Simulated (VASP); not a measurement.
Write the native input for VASP 6.6.1 that does the following.

```yaml
Task: single point
Functional: LDA
Potentials_or_basis: VASP PAW LDA potentials, release 64 (Cs_sv)
Cutoff: 520 eV
k_mesh: 4 × 4 × 4
Occupations: gaussian, width 0.1 eV
Spin: no spin polarisation
Dipole_correction: no
Further_INCAR_settings: ALGO = Normal; EDIFF = 1e-06; NBANDS = 10
```

The structure of Cs lies in POSCAR:

```
Cs
1.0
   -3.1284650614      3.1284650614      3.1284650614
    3.1284650614     -3.1284650614      3.1284650614
    3.1284650614      3.1284650614     -3.1284650614
Cs
1
Direct
    0.0000000000      0.0000000000      0.0000000000
```

One way to write it, as run:

INCAR

```
SYSTEM = Cs
ALGO = Normal ; EDIFF = 1E-6
ENCUT = 520 ; GGA = CA
ISIF = 2 ; ISMEAR = 0
LASPH = .True. ; LCHARG = .True.
LELF = .True. ; LREAL = .False.
LVHAR = .True. ; LWAVE = .False.
NBANDS = 10 ; NELM = 60
PREC = Accurate ; SIGMA = 0.1
```

KPOINTS

```
k-points
0
Gamma
  4 4 4
  0 0 0
```

Potentials or basis: VASP PAW LDA potentials, release 64 (Cs_sv).

Launch:

```bash
$ cat potpaw_LDA.64/Cs_sv/POTCAR > POTCAR
$ mpirun -np 1 vasp_std > vasp.out
```

It gave:

| Item | Value |
| --- | --- |
| Pressure | -0.4 GPa |

It used 6 s of CPU time on 1 thread of AMD EPYC 9R45 (Zen 5) (shared host).
